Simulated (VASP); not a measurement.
# BiTe3: relaxation of cell and atoms with PBE

Crystal: BiTe3.

```
Bi Te
1.0
     5.07777    0.00000    0.00000
     0.00000    5.07777    0.00000
     0.00000    0.00000    5.07777
Bi Te
1 3
Direct
  0.00000 0.00000 0.00000
  0.00000 0.50000 0.50000
  0.50000 0.00000 0.50000
  0.50000 0.50000 0.00000
```

* Program: VASP 6.6.1
* Task: relaxation of cell and atoms
* Functional: PBE
* Potentials or basis: VASP PAW PBE potentials, release 64 (Bi_d, Te)
* Cutoff: 600 eV
* k mesh: 4 × 4 × 4
* Occupations: gaussian, width 0.1 eV
* Spin: no spin polarisation
* Dipole correction: no
* Further INCAR settings: ALGO = Normal; EDIFF = 1e-07; IBRION = 2; EDIFFG = -0.04; NSW = 90; ISIF = 3

| Quantity | Value |
| --- | --- |
| Relaxed volume | 29.49 Å³/atom |
| Relaxed cell | a = 4.905 Å, b = 4.905 Å, c = 4.905 Å, α = 90.00°, β = 90.00°, γ = 90.00° |
| Space group after relaxing (to 0.05 Å) | Pm-3m (No. 221) |
| Energy gained by relaxing | 45.6 meV/atom |
| Ionic steps | 3 |
| Pressure after relaxing | 0.0 GPa |

Step by step:
| step | energy change (eV) | largest force (eV/Å) | pressure (GPa) | volume (Å³) |
| --- | --- | --- | --- | --- |
| 1 | 0.0000 | 0.0000 | -4.10 | 130.92 |
| 2 | -0.1750 | 0.0000 | 1.05 | 115.68 |
| 3 | -0.1824 | 0.0000 | 0.01 | 117.97 |

Final structure:
```
Bi Te
1.0
     4.90452    0.00000    0.00000
     0.00000    4.90452    0.00000
     0.00000    0.00000    4.90452
Bi Te
1 3
Direct
  0.00000 0.00000 0.00000
  0.00000 0.50000 0.50000
  0.50000 0.00000 0.50000
  0.50000 0.50000 0.00000
```

Levels at points of the mesh, in eV from the Fermi level:
```tsv
k point	band 15	band 16	band 17	band 18	band 19	band 20
(0.00, 0.00, 0.00)	-0.94	-0.16	-0.16	-0.16	3.55	3.55
(0.50, 0.00, 0.00)	-1.78	-1.12	-0.34	0.55	0.55	1.45
(0.50, 0.50, 0.00)	-2.15	-2.14	-1.12	1.40	1.44	2.49
(0.50, 0.50, 0.50)	1.46	1.46	1.58	1.58	3.06	3.06
```

Run time: 84 s on 1 thread of Intel(R) Xeon(R) Platinum 8259CL CPU @ 2.50GHz (Skylake/Cascade Lake), on a shared host, peak memory 0.28 GiB.

Caveat: spin-orbit coupling is left out, which moves the levels of the heavy elements.
